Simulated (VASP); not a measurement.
Crystal: Sn2S3.

```
Sn S
1.0
     4.50148    0.00000    0.00000
    -2.25074    3.89840    0.00000
     0.00000    0.00000    7.00357
Sn S
2 3
Direct
  0.33333 0.66667 0.24500
  0.66667 0.33333 0.75500
  0.00000 0.00000 0.00000
  0.33333 0.66667 0.64500
  0.66667 0.33333 0.35500
```

```yaml
Program: VASP 6.6.1
Task: relaxation of cell and atoms
Functional: PBE
Potentials_or_basis: VASP PAW PBE potentials, release 64 (Sn_d, S)
Cutoff: 600 eV
k_mesh: 6 × 6 × 4
Occupations: gaussian, width 0.1 eV
Spin: no spin polarisation
```

At the start: pressure -2.5 GPa; volume 24.58 Å³/atom.

How do energy, volume and symmetry change on relaxing?

Over 29 steps the energy falls by 211.2 meV/atom and the volume is 25.08 Å³/atom (+2.0 %); space group P-3m1 (No. 164, to 0.1 Å) before and after.

The path:
| step | energy change (eV) | largest force (eV/Å) | pressure (GPa) | volume (Å³) |
| --- | --- | --- | --- | --- |
| 1 | 0.0000 | 0.5821 | -2.52 | 122.90 |
| 2 | -0.1088 | 0.7795 | 0.31 | 116.13 |
| 3 | -0.1179 | 0.8509 | 1.53 | 113.77 |
| 4 | -0.2182 | 0.7074 | 1.61 | 113.01 |
| 5 | -0.4685 | 0.1395 | 2.56 | 110.51 |
| 6 | 0.1703 | 3.1784 | 7.70 | 104.70 |
| 7 | -0.5041 | 0.2737 | 2.82 | 109.70 |
| 8 | -0.6068 | 0.4451 | 1.84 | 111.53 |
| 9 | -0.7327 | 1.1923 | -0.69 | 116.69 |
| 10 | -0.8724 | 0.9962 | -0.44 | 117.45 |
| 11 | -1.0091 | 0.5528 | 0.46 | 118.37 |
| 12 | -1.0175 | 0.3996 | 0.92 | 118.54 |
| 13 | -1.0429 | 0.1869 | 0.11 | 120.72 |
| 14 | -1.0463 | 0.1265 | -0.32 | 121.99 |
| 15 | -1.0463 | 0.1292 | -0.30 | 121.91 |
| 16 | -1.0479 | 0.0879 | 0.14 | 121.29 |
| 17 | -1.0479 | 0.0833 | 0.12 | 121.32 |
| 18 | -1.0490 | 0.0669 | 0.09 | 121.43 |
| 19 | -1.0507 | 0.0413 | 0.06 | 121.76 |
| 20 | -1.0509 | 0.0445 | 0.01 | 121.89 |
| 21 | -1.0519 | 0.0186 | 0.10 | 122.07 |
| 22 | -1.0529 | 0.0370 | 0.21 | 122.32 |
| 23 | -1.0532 | 0.0956 | 0.44 | 122.82 |
| 24 | -1.0533 | 0.0781 | 0.36 | 122.66 |
| 25 | -1.0536 | 0.0751 | 0.33 | 122.79 |
| 26 | -1.0544 | 0.0689 | 0.25 | 123.19 |
| 27 | -1.0555 | 0.0574 | 0.10 | 124.00 |
| 28 | -1.0561 | 0.0348 | -0.20 | 125.60 |
| 29 | -1.0561 | 0.0391 | -0.16 | 125.40 |

Final structure:
```
Sn S
1.0
     3.92430    0.00000    0.00000
    -1.96215    3.39854    0.00000
     0.00000    0.00000    9.40220
Sn S
2 3
Direct
  0.33333 0.66667 0.18259
  0.66667 0.33333 0.81741
  0.00000 0.00000 0.00000
  0.33333 0.66667 0.67368
  0.66667 0.33333 0.32632
```

Caveat: a cell axis changed by over 15 % at a fixed basis, so the end point is rough; this functional lacks dispersion, which binds the layers, so the pressure and a relaxed spacing across them are unreliable.
